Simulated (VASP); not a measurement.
# NiSb (P6_3/mmc) in VASP: a series of runs, part 2 of 2

VASP 6.6.1. The steps go on from the part before.

**3. Single point, PBEsol (15.32 Å³/atom)**

This run uses another cell than the first one, of 15.32 Å³/atom.

Input file INCAR:

```
SYSTEM = NiSb
PREC = Accurate ; ENCUT = 520
EDIFF = 1E-6 ; ISMEAR = 0
SIGMA = 0.1 ; LREAL = .FALSE.
LASPH = .TRUE. ; NELM = 80
ALGO = Normal ; ISIF = 2
LWAVE = .FALSE. ; LCHARG = .FALSE.
GGA = PS ; NBANDS = 23
```

Input file KPOINTS:

```
regular mesh
0
G
  12 12 8
  0 0 0
```

Input file POSCAR:

```
NiSb
1.0
    3.7948146165      0.0000000000      0.0000000000
   -1.8974073083      3.2864058606      0.0000000000
    0.0000000000      0.0000000000      4.9133531423
Ni Sb
2 2
Direct
    0.0000000000      0.0000000000      0.0000000000
    0.0000000000      0.0000000000      0.5000000000
    0.3333333333      0.6666666667      0.2500000000
    0.6666666667      0.3333333333      0.7500000000
```

Potentials or basis: VASP PAW PBE potentials, release 64 (Ni, Sb).

Launch:

```console
cat potpaw_PBE.64/Ni/POTCAR potpaw_PBE.64/Sb/POTCAR > POTCAR
mpirun -np 1 vasp_std > vasp.out
```

OUTCAR:

```text
SYSTEM = NiSb
   PREC = Accurate
   ENCUT = 520
   EDIFF = 1E-6
   ISMEAR = 0
   LREAL = .FALSE.
   LASPH = .TRUE.
   NELM = 80
   ISIF = 2
   GGA = PS

 ion  position               nearest neighbor table
   1  0.000  0.000  0.000-   2 2.46   2 2.46   4 2.51   3 2.51   4 2.51   3 2.51   4 2.51   3 2.51

   2  0.000  0.000  0.500-   1 2.46   1 2.46   4 2.51   3 2.51   4 2.51   3 2.51   4 2.51   3 2.51

   3  0.333  0.667  0.250-   1 2.51   2 2.51   1 2.51   2 2.51   1 2.51   2 2.51   4 3.29   4 3.29
                             4 3.29   4 3.29   4 3.29   4 3.29
   4  0.667  0.333  0.750-   1 2.51   2 2.51   1 2.51   2 2.51   1 2.51   2 2.51   3 3.29   3 3.29
                             3 3.29   3 3.29   3 3.29   3 3.29

  LATTYP: Found a hexagonal cell.
 ALAT       =     3.7948146165
 C/A-ratio  =     1.2947544581

  Lattice vectors:

 A1 = (   3.7948146165,   0.0000000000,   0.0000000000)
 A2 = (  -1.8974073083,   3.2864058606,   0.0000000000)
 A3 = (   0.0000000000,   0.0000000000,   4.9133531423)

Analysis of symmetry for initial positions (statically):
=====================================================================
 Subroutine PRICEL returns:
 Original cell was already a primitive cell.

 Routine SETGRP: Setting up the symmetry group for a
 hexagonal supercell.

 Subroutine GETGRP returns: Found 24 space group operations
 (whereof 12 operations were pure point group operations)
 out of a pool of 24 trial point group operations.

The static configuration has the point symmetry D_3d.
 The point group associated with its full space group is D_6h.

Analysis of symmetry for dynamics (positions and initial velocities):
=====================================================================
 Subroutine PRICEL returns:
 Original cell was already a primitive cell.

 Routine SETGRP: Setting up the symmetry group for a
 hexagonal supercell.

 Subroutine GETGRP returns: Found 24 space group operations
 (whereof 12 operations were pure point group operations)
 out of a pool of 24 trial point group operations.

The dynamic configuration has the point symmetry D_3d.
 The point group associated with its full space group is D_6h.
[... 125 lines left out ...]
  Fermi-wavevector in a.u.,A,eV,Ry     =   1.290284  2.438283 22.651428  1.664833
  Thomas-Fermi vector in A             =   2.422125
   LORBIT       =      0    0 simple, 1 ext, 2 COOP (PROOUT), +10 PAW based schemes
   GGA     = PS    functional components
   LHFCALC =     F    Hartree Fock is set to
   AEXX    =    0.0000 exact exchange contribution
   IVDW    =     0    specifies the selected vdW correction
   LEPSILON=     F    determine dielectric tensor
   LRPA    =     F    only Hartree local field effects (RPA)
 non-spin polarized calculation
 Gauss-broadening in eV      SIGMA  =   0.10
  energy-cutoff  :      520.00
  volume of cell :       61.28
 maximum number of plane-waves:      1666
   NGX = 15   NGY = 15   NGZ = 19

 number of electron      29.9999980 magnetization

 Free energy of the ion-electron system (eV)
  ---------------------------------------------------
  ext. energy  EPLUGINS =         0.00000000
  ---------------------------------------------------
  free energy    TOTEN  =       -22.41519129 eV

  energy without entropy =      -22.40618299  energy(sigma->0) =      -22.41068714

 E-fermi :  11.6836     XC(G=0): -12.2174

 val. band max:       11.6641295904   @ k =   0.1667   0.1667   0.3750
 cond. band min:      11.6869012717   @ k =   0.4167   0.0833   0.0000
 fundamental gap:      0.0227716813
 Fermi energy:        11.6836157765

 k-point     1 :       0.0000    0.0000    0.0000
  band No.  band energies     occupation
      1      -2.3714      2.00000
      2       3.0195      2.00000
      3       4.6213      2.00000
      4       7.0604      2.00000
      5       7.0604      2.00000
      6       7.8645      2.00000
[... 613 lines left out ...]
     22      19.3427      0.00000
     23      20.9531      0.00000

 [... further k-points ...]

------------------------ aborting loop because EDIFF is reached ----------------------------------------

  FORCE on cell =-STRESS in cart. coord.  units (eV):
  Direction    XX          YY          ZZ          XY          YZ          ZX
  --------------------------------------------------------------------------------------
  -------------------------------------------------------------------------------------
  Total        5.9348562      5.9348562      6.0083673     -0.0000000     -0.0000000     -0.0000000
  in kB      155.1783196    155.1783196    157.1004100     -0.0000000     -0.0000000     -0.0000000
  external PRESSURE =     155.8190164 kB  Pullay stress =       0.0000000 kB

 VOLUME and BASIS-vectors are now :
 -----------------------------------------------------------------------------
  energy-cutoff  :      520.00
  volume of cell :       61.28
      direct lattice vectors                 reciprocal lattice vectors
     3.794814617  0.000000000  0.000000000     0.263517484  0.152141890  0.000000000
    -1.897407308  3.286405861  0.000000000     0.000000000  0.304283781  0.000000000
     0.000000000  0.000000000  4.913353142     0.000000000  0.000000000  0.203526995

 POSITION                                       TOTAL-FORCE (eV/Angst)
 -----------------------------------------------------------------------------------
      0.00000      0.00000      0.00000         0.000000     -0.000000      0.000000
      0.00000      0.00000      2.45668         0.000000     -0.000000      0.000000
     -0.00000      2.19094      1.22834         0.000000     -0.000000     -0.000000
      1.89741      1.09547      3.68501        -0.000000      0.000000     -0.000000
 -----------------------------------------------------------------------------------
    total drift:                               -0.000000      0.000000     -0.000000

  FREE ENERGIE OF THE ION-ELECTRON SYSTEM (eV)
  ---------------------------------------------------
  free  energy   TOTEN  =       -22.4151912930 eV

  energy  without entropy=      -22.4061829879  energy(sigma->0) =      -22.41068714
```

OSZICAR:

```text
N       E                     dE             d eps       ncg     rms          rms(c)
DAV:   1     0.175573679447E+03    0.17557E+03   -0.12364E+04  4370   0.138E+03
DAV:   2    -0.143537542321E+02   -0.18993E+03   -0.18036E+03  4531   0.289E+02
DAV:   3    -0.239585827291E+02   -0.96048E+01   -0.93791E+01  5430   0.803E+01
DAV:   4    -0.241560554031E+02   -0.19747E+00   -0.19725E+00  4921   0.109E+01
DAV:   5    -0.241624751888E+02   -0.64198E-02   -0.64195E-02  5710   0.203E+00    0.152E+01
DAV:   6    -0.260829613751E+02   -0.19205E+01   -0.26058E+01  4958   0.938E+01    0.161E+01
DAV:   7    -0.224726826797E+02    0.36103E+01   -0.10161E+01  5154   0.661E+01    0.412E+00
DAV:   8    -0.224620978478E+02    0.10585E-01   -0.76867E-01  5837   0.682E+00    0.231E+00
DAV:   9    -0.224153157977E+02    0.46782E-01   -0.14728E-01  5148   0.670E+00    0.400E-01
DAV:  10    -0.224155689798E+02   -0.25318E-03   -0.56262E-03  5103   0.718E-01    0.294E-01
DAV:  11    -0.224152343043E+02    0.33468E-03   -0.46302E-04  4813   0.168E-01    0.672E-02
DAV:  12    -0.224151942024E+02    0.40102E-04   -0.14047E-04  6313   0.194E-01    0.258E-02
DAV:  13    -0.224151929545E+02    0.12478E-05   -0.16792E-05  4958   0.316E-02    0.173E-02
DAV:  14    -0.224151916451E+02    0.13094E-05   -0.14235E-06  3482   0.910E-03    0.252E-03
DAV:  15    -0.224151912930E+02    0.35214E-06   -0.27046E-07  2654   0.523E-03
   1 F= -.22415191E+02 E0= -.22410687E+02  d E =-.900831E-02
```

stdout:

```text
POSCAR found type information on POSCAR NiSb
 POSCAR found :  2 types and       4 ions
 scaLAPACK will be used
 -----------------------------------------------------------------------------
|                                                                             |
|                                                                             |
|     You enforced a specific xc type in the INCAR file but a different       |
|     I HOPE YOU KNOW WHAT YOU ARE DOING!                                     |
|                                                                             |
 -----------------------------------------------------------------------------

 LDA part: xc-table for (Slater+PW92), standard interpolation
 POSCAR, INCAR and KPOINTS ok, starting setup
 FFT: planning ... GRIDC
 FFT: planning ... GRID_SOFT
 FFT: planning ... GRID
 WAVECAR not read
 entering main loop
```

Run time: 3.2 min. Hardware: 1 thread of Intel Xeon 8259CL, shared host; peak memory 0.26 GiB.

What came out:

- Free energy: -22.4152 eV
- Pressure: 15.6 GPa
- Band gap on the k mesh: zero (bands 15 and 16 overlap by 3.87 eV)

Stress tensor (GPa, compression positive):
```
15.52  0.00  0.00
 0.00 15.52  0.00
 0.00  0.00 15.71
```

Levels at points of the mesh, in eV from the Fermi level:
| k point | band 13 | band 14 | band 15 | band 16 | band 17 | band 18 |
| --- | --- | --- | --- | --- | --- | --- |
| (0.00, 0.00, 0.00) | -0.06 | 0.57 | 0.57 | 2.71 | 2.71 | 3.11 |
| (0.50, 0.00, 0.00) | -1.94 | -1.70 | -1.61 | -0.22 | 1.26 | 3.40 |
| (0.00, 0.00, 0.50) | 0.60 | 0.60 | 2.28 | 2.28 | 2.28 | 2.28 |
| (0.50, 0.00, 0.50) | -2.21 | -2.21 | 0.09 | 0.09 | 1.99 | 1.99 |

Caveat: the cell stands under pressure; the PAW data sets were made with another functional, which shifts forces and pressure a little; spin-orbit coupling is left out, which moves the levels of the heavy elements. Spin polarisation is off, so any magnetic state and its effect on volume and gap are missing.

**4. Single point, PBEsol (15.82 Å³/atom)**

This run uses another cell than the first one, of 15.82 Å³/atom.

Input file INCAR:

```
PREC = Accurate
ENCUT = 520
EDIFF = 1E-6
ISMEAR = 0
SIGMA = 0.1
LREAL = F
LASPH = T
NELM = 80
ALGO = Normal
ISIF = 2
LWAVE = F
LCHARG = T
GGA = PS
LELF = T
LVHAR = T
NBANDS = 23
```

Input file KPOINTS:

```
regular mesh
0
Gamma
  12 12 8
```

Input file POSCAR:

```
NiSb
1.0
    3.8360658333      0.0000000000      0.0000000000
   -1.9180329167      3.3221304622      0.0000000000
    0.0000000000      0.0000000000      4.9667633391
Ni Sb
2 2
Direct
    0.0000000000      0.0000000000      0.0000000000
    0.0000000000      0.0000000000      0.5000000000
    0.3333333333      0.6666666667      0.2500000000
    0.6666666667      0.3333333333      0.7500000000
```

Potentials or basis: VASP PAW PBE potentials, release 64 (Ni, Sb).

Launch:

```console
cat potpaw_PBE.64/Ni/POTCAR potpaw_PBE.64/Sb/POTCAR > POTCAR
mpirun -np 1 vasp_std > vasp.out
```

OUTCAR:

```text
PREC = Accurate
   ENCUT = 520
   EDIFF = 1E-6
   ISMEAR = 0
   LREAL = F
   LASPH = T
   NELM = 80
   ISIF = 2
   GGA = PS

 ion  position               nearest neighbor table
   1  0.000  0.000  0.000-   2 2.48   2 2.48   4 2.54   3 2.54   4 2.54   3 2.54   4 2.54   3 2.54

   2  0.000  0.000  0.500-   1 2.48   1 2.48   4 2.54   3 2.54   4 2.54   3 2.54   4 2.54   3 2.54

   3  0.333  0.667  0.250-   1 2.54   2 2.54   1 2.54   2 2.54   1 2.54   2 2.54   4 3.33   4 3.33
[... 830 lines left out ...]
  FORCE on cell =-STRESS in cart. coord.  units (eV):
  Direction    XX          YY          ZZ          XY          YZ          ZX
  --------------------------------------------------------------------------------------
  -------------------------------------------------------------------------------------
  Total        3.7309879      3.7309879      3.7927947     -0.0000000     -0.0000000     -0.0000000
  in kB       94.4404870     94.4404870     96.0049687     -0.0000000     -0.0000000     -0.0000000
  external PRESSURE =      94.9619809 kB  Pullay stress =       0.0000000 kB

 VOLUME and BASIS-vectors are now :
 -----------------------------------------------------------------------------
  energy-cutoff  :      520.00
  volume of cell :       63.30
      direct lattice vectors                 reciprocal lattice vectors
     3.836065833  0.000000000  0.000000000     0.260683743  0.150505829  0.000000000
    -1.918032917  3.322130462  0.000000000     0.000000000  0.301011658  0.000000000
     0.000000000  0.000000000  4.966763339     0.000000000  0.000000000  0.201338363

 POSITION                                       TOTAL-FORCE (eV/Angst)
 -----------------------------------------------------------------------------------
      0.00000      0.00000      0.00000         0.000000      0.000000      0.000000
      0.00000      0.00000      2.48338         0.000000      0.000000      0.000000
     -0.00000      2.21475      1.24169        -0.000000      0.000000     -0.000000
      1.91803      1.10738      3.72507         0.000000     -0.000000      0.000000
 -----------------------------------------------------------------------------------
    total drift:                                0.000000     -0.000000     -0.000000

  FREE ENERGIE OF THE ION-ELECTRON SYSTEM (eV)
  ---------------------------------------------------
  free  energy   TOTEN  =       -22.5721094418 eV

  energy  without entropy=      -22.5634231576  energy(sigma->0) =      -22.56776630
```

OSZICAR:

```text
N       E                     dE             d eps       ncg     rms          rms(c)
DAV:   1     0.171716825585E+03    0.17172E+03   -0.12350E+04  4386   0.137E+03
DAV:   2    -0.147054069577E+02   -0.18642E+03   -0.17691E+03  4524   0.286E+02
DAV:   3    -0.241316833194E+02   -0.94263E+01   -0.92072E+01  5401   0.790E+01
DAV:   4    -0.243249354894E+02   -0.19325E+00   -0.19301E+00  4900   0.107E+01
DAV:   5    -0.243314895761E+02   -0.65541E-02   -0.65533E-02  5888   0.204E+00    0.149E+01
DAV:   6    -0.266130536394E+02   -0.22816E+01   -0.27709E+01  4979   0.958E+01    0.170E+01
DAV:   7    -0.226240426334E+02    0.39890E+01   -0.10790E+01  5161   0.673E+01    0.383E+00
DAV:   8    -0.226221158805E+02    0.19268E-02   -0.86905E-01  6136   0.786E+00    0.241E+00
DAV:   9    -0.225722771728E+02    0.49839E-01   -0.16669E-01  5155   0.692E+00    0.419E-01
DAV:  10    -0.225725015906E+02   -0.22442E-03   -0.57346E-03  5100   0.742E-01    0.314E-01
DAV:  11    -0.225721636831E+02    0.33791E-03   -0.55905E-04  4723   0.192E-01    0.747E-02
DAV:  12    -0.225721133697E+02    0.50313E-04   -0.16532E-04  6020   0.212E-01    0.307E-02
DAV:  13    -0.225721110534E+02    0.23163E-05   -0.18752E-05  5169   0.374E-02    0.184E-02
DAV:  14    -0.225721098569E+02    0.11965E-05   -0.22866E-06  4412   0.112E-02    0.224E-03
DAV:  15    -0.225721094418E+02    0.41506E-06   -0.22579E-07  2759   0.425E-03
   1 F= -.22572109E+02 E0= -.22567766E+02  d E =-.868628E-02
```

It took 3.7 min on 1 thread of Intel Xeon 8259CL, shared host; peak memory 0.27 GiB.

Results:

```
Free energy            : -22.5721 eV
Pressure               : 9.5 GPa
Band gap on the k mesh : zero (bands 15 and 16 overlap by 3.70 eV)
```

Stress tensor (GPa, compression positive):
```
9.44 0.00 0.00
0.00 9.44 0.00
0.00 0.00 9.60
```

Levels at points of the mesh, in eV from the Fermi level:
| k point | band 11 | band 12 | band 13 | band 14 | band 15 | band 16 | band 17 | band 18 | band 19 | band 20 |
| --- | --- | --- | --- | --- | --- | --- | --- | --- | --- | --- |
| (0.00, 0.00, 0.00) | -1.53 | -1.53 | -0.04 | 0.56 | 0.56 | 2.63 | 2.63 | 3.09 | 4.41 | 5.88 |
| (0.50, 0.00, 0.00) | -2.43 | -2.15 | -1.84 | -1.60 | -1.52 | -0.28 | 1.23 | 3.39 | 4.36 | 5.43 |
| (0.00, 0.00, 0.50) | -2.42 | -2.42 | 0.50 | 0.50 | 2.21 | 2.21 | 2.21 | 2.21 | 5.37 | 5.37 |
| (0.50, 0.00, 0.50) | -2.23 | -2.23 | -2.09 | -2.09 | 0.12 | 0.12 | 1.89 | 1.89 | 5.47 | 5.47 |

Caveat: the cell stands under pressure; the PAW data sets were made with another functional, which shifts forces and pressure a little; spin-orbit coupling is left out, which moves the levels of the heavy elements.

**5. Single point, PBEsol (16.33 Å³/atom)**

This run uses another cell than the first one, of 16.33 Å³/atom.

Input file INCAR:

```
SYSTEM = NiSb
  PREC = Accurate
  ENCUT = 520
  EDIFF = 1E-6
  ISMEAR = 0
  SIGMA = 0.1
  LREAL = .FALSE.
  LASPH = .TRUE.
  NELM = 100
  ALGO = Normal
  ISIF = 2
  LWAVE = .FALSE.
  LCHARG = .FALSE.
  GGA = PS
  NBANDS = 23
```

Input file KPOINTS:

```
regular mesh
0
G
  12 12 8
  0 0 0
```

Input file POSCAR:

```
NiSb
1.0
    3.8764484412      0.0000000000      0.0000000000
   -1.9382242206      3.3571028266      0.0000000000
    0.0000000000      0.0000000000      5.0190489008
Ni Sb
2 2
Direct
    0.0000000000      0.0000000000      0.0000000000
    0.0000000000      0.0000000000      0.5000000000
    0.3333333333      0.6666666667      0.2500000000
    0.6666666667      0.3333333333      0.7500000000
```

Launch:

```console
cat potpaw_PBE.64/Ni/POTCAR potpaw_PBE.64/Sb/POTCAR > POTCAR
mpirun -np 1 vasp_std > vasp.out
```

Wall time 3.9 min (1 thread of Intel Xeon 8259CL, shared host); peak memory 0.27 GiB.

Results (log left out):

| Quantity | Value |
| --- | --- |
| Free energy | -22.6586 eV |
| Pressure | 4.4 GPa |
| Band gap on the k mesh | zero (bands 15 and 16 overlap by 3.55 eV) |

Stress tensor (GPa, compression positive):
```
4.33 0.00 0.00
0.00 4.33 0.00
0.00 0.00 4.46
```

Levels at points of the mesh, in eV from the Fermi level:
```csv
k point,band 13,band 14,band 15,band 16,band 17,band 18
"(0.00, 0.00, 0.00)",-0.03,0.55,0.55,2.55,2.55,3.07
"(0.50, 0.00, 0.00)",-1.75,-1.51,-1.43,-0.32,1.20,3.39
"(0.00, 0.00, 0.50)",0.40,0.40,2.14,2.14,2.14,2.14
"(0.50, 0.00, 0.50)",-1.98,-1.98,0.14,0.14,1.79,1.79
```

Caveat: the cell stands under pressure; the PAW data sets were made with another functional, which shifts forces and pressure a little; spin-orbit coupling is left out, which moves the levels of the heavy elements. Spin polarisation is off, so any magnetic state and its effect on volume and gap are missing.

**6. Overview**

```csv
cell,gap on the mesh (eV),pressure (GPa)
"a = 3.753, b = 3.753, c = 4.859 Å, angles 90.0, 90.0, 120.0°, 4 atoms",none,22.9
"a = 3.795, b = 3.795, c = 4.913 Å, angles 90.0, 90.0, 120.0°, 4 atoms",none,15.6
"a = 3.836, b = 3.836, c = 4.967 Å, angles 90.0, 90.0, 120.0°, 4 atoms",none,9.5
"a = 3.876, b = 3.876, c = 5.019 Å, angles 90.0, 90.0, 120.0°, 4 atoms",none,4.4
```

Alike in all rows: task single point; level PBEsol; potentials or basis VASP PAW PBE potentials, release 64 (Ni, Sb); no spin polarisation; k mesh 12 × 12 × 8; cutoff (eV) 520; smearing gaussian 0.1 eV.

Caveats: the cell stands under pressure; the PAW data sets were made with another functional, which shifts forces and pressure a little; spin-orbit coupling is left out, which moves the levels of the heavy elements.

Absolute energies hang on the potentials; compare differences alone.

The gap in the log of VASP goes by the Fermi energy; the results here count the filled bands.